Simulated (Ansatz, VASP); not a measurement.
# One calculation of Ta, two programs

```
Ta
1.0
    -1.65975    1.65975    1.65975
     1.65975   -1.65975    1.65975
     1.65975    1.65975   -1.65975
Ta
1
Direct
  0.00000 0.00000 0.00000
```

Alike in both runs: functional PBE; k mesh 32 × 32 × 32; occupations gaussian, width 0.1 eV; no spin polarisation.

Ansatz relaxed the structure, and its values are those at the end. VASP's run is a single point on that final structure, the one shown.

|  | VASP | Ansatz |
| --- | --- | --- |
| version | VASP 6.6.1 | Ansatz 0.2.0 |
| potentials or method | VASP PAW PBE potentials, release 64 (Ta_pv) | scalar-relativistic, plane waves, PAW |
| plane-wave cutoff (eV) | 520 | 420 |
| valence electrons in the cell | 11 | 13 |

```tsv
	VASP	Ansatz	Ansatz less VASP
gap on the k mesh at the Fermi level (eV)	none	none	-
pressure (GPa)	0.1	0.0	-0.08
```

A gap of «none» marks a metal or a gap that the smearing closes. VASP's potentials hold 11 valence electrons a cell and Ansatz's 13, so a difference there can come from the potentials and not from the codes.

Spin-orbit coupling is off throughout.
